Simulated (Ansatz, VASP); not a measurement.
# Two plane-wave programs on Mg

File INCAR:

```
ALGO     = Normal         # electronic algorithm
EDIFF    = 1E-7           # SCF threshold, eV
ENCUT    = 520            # plane-wave cutoff, eV
GGA      = PE             # functional
ISIF     = 2              # what is computed and relaxed
ISMEAR   = -1             # smearing method
LASPH    = True           # aspherical terms in the spheres
LCHARG   = False          # write CHGCAR
LREAL    = False          # projectors in reciprocal space
LWAVE    = False          # write WAVECAR
NBANDS   = 7              # bands
NELM     = 100            # most SCF steps
PREC     = Accurate       # precision mode
SIGMA    = 0.1            # smearing width, eV
```

The input KPOINTS:

```
k-points
0
Gamma
  17 17 17
```

Contents of POSCAR:

```
Mg
1.0
    2.8945551059      0.0000000000      0.0000000000
    0.0000000000      2.8945551059      0.0000000000
    0.0000000000      0.0000000000      2.8945551059
Mg
1
Direct
    0.0000000000      0.0000000000      0.0000000000
```

Input for Ansatz:

```yaml
crystal:
  lattice:
    - [2.8945551059, 0.0, 0.0]
    - [0.0, 2.8945551059, 0.0]
    - [0.0, 0.0, 2.8945551059]
  atoms:
    - { symbol: Mg, position: [0.0, 0.0, 0.0] }
hamiltonian:
  xc: pbe
  pseudopotentials:
    kind: paw
    azcp:
      Mg: "pseudopotentials/Mg.paw.azcp"
basis:
  ecutwfc: 420
  fft_grid_basis: typed
kpoints:
  mp_grid: { grid: [17, 17, 17], shift: [0, 0, 0] }
magnetization:
  spin_polarized: false
scf:
  occupations: { method: fermi_dirac, width: 0.1 }
output:
  stress: true
```

Alike in both runs: task single point; functional PBE; k mesh 17 × 17 × 17; occupations fermi-dirac, width 0.1 eV; no spin polarisation.

```csv
,VASP,Ansatz
version,VASP 6.6.1,Ansatz 0.2.0
potentials or method,"VASP PAW PBE potentials, release 64 (Mg), cutoff 520 eV","plane waves (420 eV) with PAW, scalar-relativistic"
valence electrons in the cell,2,10
```

Ansatz gave:

```
pressure (GPa) : 3.8
```

Q: Which values does VASP return?

A: Pressure (GPa): 3.7.

VASP's potentials hold 2 valence electrons a cell and Ansatz's 10, so a difference there can come from the potentials and not from the codes.
